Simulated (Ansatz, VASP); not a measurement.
**One calculation of Ge, two programs**

Contents of POSCAR:

```
Ge
1.0
    0.0000000000      2.9702085000      2.8287700000
    2.6873315000      0.0000000000      2.8287700000
    2.6873315000      2.9702085000      0.0000000000
Ge
2
Direct
    0.5000000000      0.5000000000      0.5000000000
    0.7500000000      0.7500000000      0.7500000000
```

INCAR.step1

```
PREC     = Accurate       # precision mode
ENCUT    = 520            # plane-wave cutoff, eV
ISMEAR   = 0              # smearing method
SIGMA    = 0.05           # smearing width, eV
LREAL    = False          # projectors in reciprocal space
LASPH    = True           # aspherical terms in the spheres
NELM     = 60             # most SCF steps
NBANDS   = 21             # bands
GGA      = PE             # functional
ALGO     = Normal         # electronic algorithm
EDIFF    = 1E-4           # SCF threshold, eV
LWAVE    = True           # write WAVECAR
LCHARG   = False          # write CHGCAR
```

INCAR.step2

```
PREC     = Accurate       # precision mode
ENCUT    = 520            # plane-wave cutoff, eV
EDIFF    = 1E-6           # SCF threshold, eV
ISMEAR   = 0              # smearing method
SIGMA    = 0.05           # smearing width, eV
LREAL    = False          # projectors in reciprocal space
LASPH    = True           # aspherical terms in the spheres
NELM     = 60             # most SCF steps
ALGO     = Normal         # electronic algorithm
ISIF     = 2              # what is computed and relaxed
LWAVE    = False          # write WAVECAR
LCHARG   = False          # write CHGCAR
METAGGA  = R2SCAN         # meta-GGA
LMIXTAU  = True         
NBANDS   = 21             # bands
ISTART   = 1
```

The input KPOINTS:

```
regular mesh
0
Gamma
  10 10 10
```

Input for Ansatz:

```yaml
crystal:
  lattice:
    - [0.0, 2.9702085, 2.82877]
    - [2.6873315, 0.0, 2.82877]
    - [2.6873315, 2.9702085, 0.0]
  atoms:
    - { symbol: Ge, position: [0.5, 0.5, 0.5] }
    - { symbol: Ge, position: [0.75, 0.75, 0.75] }
basis:
  ecutwfc: 500
kpoints:
  mp_grid: { grid: [10, 10, 10] }
hamiltonian:
  xc: r2scan
scf:
  occupations: { method: gaussian, width: 0.05 }
output:
  forces: true
  stress: true
  eigenvalues: true
```

Change from the starting cell: strain -0.0500 x Voigt [1, -1, 0, 0, 0, 0], atoms carried along.

Alike in both runs: task single point; functional r2SCAN; k mesh 10 × 10 × 10; occupations gaussian, width 0.05 eV; no spin polarisation.

|  | VASP | Ansatz |
| --- | --- | --- |
| version | VASP 6.6.1 | Ansatz 0.2.0 |
| potentials or method | VASP PAW PBE potentials, release 64 (Ge_d), cutoff 520 eV | scalar-relativistic, plane waves, PAW |
| valence electrons in the cell | 28 | 28 |

Ansatz gave:

```
gap on the k mesh at the Fermi level (eV)                     : none
pressure (GPa)                                                : 0.8
traceless stress, the component that is largest in VASP (GPa) : -4.42
```

What did VASP give for the same quantities?

gap on the k mesh at the Fermi level (eV): none; pressure (GPa): 0.9; traceless stress, the component that is largest in VASP (GPa): -4.39.

VASP's potentials were made for PBE, not for r2SCAN. A gap of «none» marks a metal or a gap that the smearing closes. The functional is the same, so the differences come from potentials, cutoffs and numerics.
